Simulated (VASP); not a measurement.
Set up this calculation in VASP 6.6.1, as the native input.

```
Task                   : relaxation of cell and atoms
Functional             : PBE
Potentials or basis    : VASP PAW PBE potentials, release 64 (B, Sb, N)
Cutoff                 : 600 eV
k mesh                 : 18 × 18 × 6
Occupations            : gaussian, width 0.1 eV
Spin                   : no spin polarisation
Dipole correction      : no
Further INCAR settings : ALGO = Normal; EDIFF = 1e-06; IBRION = 2; EDIFFG = -0.01; NSW = 100; ISIF = 3
```

The structure of B2SbN lies in POSCAR:

```
B2SbN
1.0
    3.1694298710      0.0000000000      0.0000000000
   -1.5847149355      2.7448067838      0.0000000000
    0.0000000000      0.0000000000      7.2226364465
B Sb N
2 1 1
Direct
    0.0000000000      0.0000000000      0.6809867555
    0.0000000000      0.0000000000      0.3190132445
    0.0000000000      0.0000000000      0.0000000000
    0.0000000000      0.0000000000      0.5000000000
```

The cell was built from a structure type or drawn by symmetry, and may not be a known phase.

The input as run:

INCAR

```
ALGO = Normal ; EDIFF = 1E-6
EDIFFG = -0.01 ; ENCUT = 600
GGA = PE ; IBRION = 2
ISIF = 3 ; ISMEAR = 0
LASPH = T ; LCHARG = F
LREAL = F ; LWAVE = F
NELM = 60 ; NSW = 100
PREC = Accurate ; SIGMA = 0.1
```

KPOINTS

```
k-points
0
Gamma
  18 18 6
```

Potentials or basis: VASP PAW PBE potentials, release 64 (B, Sb, N).

Launch:

```bash
$ cat potpaw_PBE.64/B/POTCAR potpaw_PBE.64/Sb/POTCAR potpaw_PBE.64/N/POTCAR > POTCAR
$ mpirun -np 1 vasp_std > vasp.out
```

It gave:

```
Relaxed volume                        : 15.75 Å³/atom
Relaxed cell                          : a = 3.144 Å, b = 3.144 Å, c = 7.363 Å, α = 90.00°, β = 90.00°, γ = 120.00°
Space group after relaxing (to 0.1 Å) : P6/mmm (No. 191)
Energy gained by relaxing             : 6.5 meV/atom
Ionic steps                           : 6
Pressure after relaxing               : 0.0 GPa
Largest force after relaxing          : 0.004 eV/Å
Band gap on the k mesh                : zero (bands 8 and 9 overlap by 4.53 eV)
```

Caveat: spin-orbit coupling is left out, which moves the levels of the heavy elements.

Run time: 2.8 min on 1 thread of Intel(R) Xeon(R) 6975P-C (Granite Rapids), on a shared host, peak memory 0.34 GiB.
